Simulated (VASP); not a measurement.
Runs of VASP 6.6.1 on ScPt. The structure is that of space group Pm-3m (No. 221), or close to it. The cells are those of the table. 

```csv
cell,gap on the mesh (eV),pressure (GPa)
"a = 3.270 Å, angles 89.4°, 2 atoms",none,-4.8
"a = 3.270 Å, angles 90.6°, 2 atoms",none,-4.8
"a = 3.270 Å, angles 88.8°, 2 atoms",none,-4.7
"a = 3.237, b = 3.237, c = 3.270 Å, 2 atoms",none,(a)
```

Alike in all rows: task electric field gradients; level LDA; potentials or basis VASP PAW LDA potentials, release 64 (Sc_sv, Pt); no spin polarisation; k mesh 10 × 10 × 10; cutoff (eV) 520; smearing fermi-dirac 0.05 eV.

Question: Estimate the missing entries.

Answer: (a) -1.9.

Caveats: spin-orbit coupling is left out, which moves the levels of the heavy elements; the cell stands under tension (at least some runs).

A k mesh can miss the band edges, and the runs leave out spin-orbit coupling on Pt.

A gap of «none» marks levels without a gap at the run's occupations.
